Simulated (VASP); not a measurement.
Set up this calculation in VASP 6.6.1, as the native input.

| Item | Value |
| --- | --- |
| Task | single point |
| Functional | PBE |
| Potentials or basis | VASP PAW PBE potentials, release 64 (Fe, Ge_d) |
| Cutoff | 520 eV |
| k mesh | 8 × 8 × 8 |
| Occupations | gaussian, width 0.05 eV |
| Spin | no spin polarisation |
| Dipole correction | no |
| Further INCAR settings | ALGO = Normal; EDIFF = 1e-06; NBANDS = 54 |

The structure of FeGe lies in POSCAR:

```
FeGe
1.0
    4.7031077999      0.0000000000      0.0000000000
    0.0000000000      4.7031077999      0.0000000000
    0.0000000000      0.0000000000      4.7031077999
Fe Ge
4 4
Direct
    0.1302704486      0.1302704486      0.1302704486
    0.3697295514      0.8697295514      0.6302704486
    0.6302704486      0.3697295514      0.8697295514
    0.8697295514      0.6302704486      0.3697295514
    0.8369973884      0.8369973884      0.8369973884
    0.6630026116      0.1630026116      0.3369973884
    0.3369973884      0.6630026116      0.1630026116
    0.1630026116      0.3369973884      0.6630026116
```

This cell differs from its parent crystal: volume scaled by 1.040.

The input as run:

INCAR

```
SYSTEM = FeGe
PREC     = Accurate       ! precision mode
ENCUT    = 520            ! plane-wave cutoff, eV
EDIFF    = 1E-6           ! SCF threshold, eV
ISMEAR   = 0              ! smearing method
SIGMA    = 0.05           ! smearing width, eV
LREAL    = .FALSE.        ! projectors in reciprocal space
LASPH    = .TRUE.         ! aspherical terms in the spheres
NELM     = 100            ! most SCF steps
ALGO     = Normal         ! electronic algorithm
ISIF     = 2              ! what is computed and relaxed
LWAVE    = .FALSE.        ! write WAVECAR
LCHARG   = .FALSE.        ! write CHGCAR
GGA      = PE             ! functional
NBANDS   = 54             ! bands
```

KPOINTS

```
Automatic mesh
0
G
  8 8 8
  0 0 0
```

Potentials or basis: VASP PAW PBE potentials, release 64 (Fe, Ge_d).

Launch:

```bash
$ cat potpaw_PBE.64/Fe/POTCAR potpaw_PBE.64/Ge_d/POTCAR > POTCAR
$ mpirun -np 1 vasp_std > vasp.out
```

Results of the run:

The pressure is -5.9 GPa, the largest force is 0.028 eV/Å and the band gap on the k mesh is 0.10 eV, indirect (least direct gap 0.13 eV).

Run time: 3 min on 1 thread of Intel(R) Xeon(R) Platinum 8488C (Sapphire Rapids), with other jobs on the host, peak memory 0.33 GiB.
